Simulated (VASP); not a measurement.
# As: single point with PBE

The system is As.

```
CELL_PARAMETERS angstrom
-1.35182 1.35182 1.35182
1.35182 -1.35182 1.35182
1.35182 1.35182 -1.35182
ATOMIC_POSITIONS crystal
As 0.00000 0.00000 0.00000
```

```yaml
Program: VASP 6.6.1
Task: single point
Functional: PBE
Potentials_or_basis: VASP PAW PBE potentials, release 64 (As)
Cutoff: 520 eV
k_mesh: 20 × 20 × 20
Occupations: fermi-dirac, width 0.08 eV
Spin: no spin polarisation
```

The pressure is 227.4 GPa.

Levels at points of the mesh, in eV from the Fermi level:
| k point | band 1 | band 2 | band 3 | band 4 | band 5 | band 6 | band 7 | band 8 |
| --- | --- | --- | --- | --- | --- | --- | --- | --- |
| (0.00, 0.00, 0.00) | -23.56 | 13.62 | 13.62 | 13.62 | 16.68 | 16.68 | 16.68 | 19.07 |
| (0.50, 0.00, 0.00) | -12.95 | -12.94 | 4.16 | 7.15 | 9.07 | 11.42 | 26.30 | 26.82 |
| (0.50, 0.50, 0.50) | -4.57 | -4.57 | -4.57 | -1.60 | 0.97 | 0.97 | 33.19 | 33.51 |

It took 24 s on 1 thread of Intel Xeon 8259CL, with other jobs on the host, peak memory 0.13 GiB.
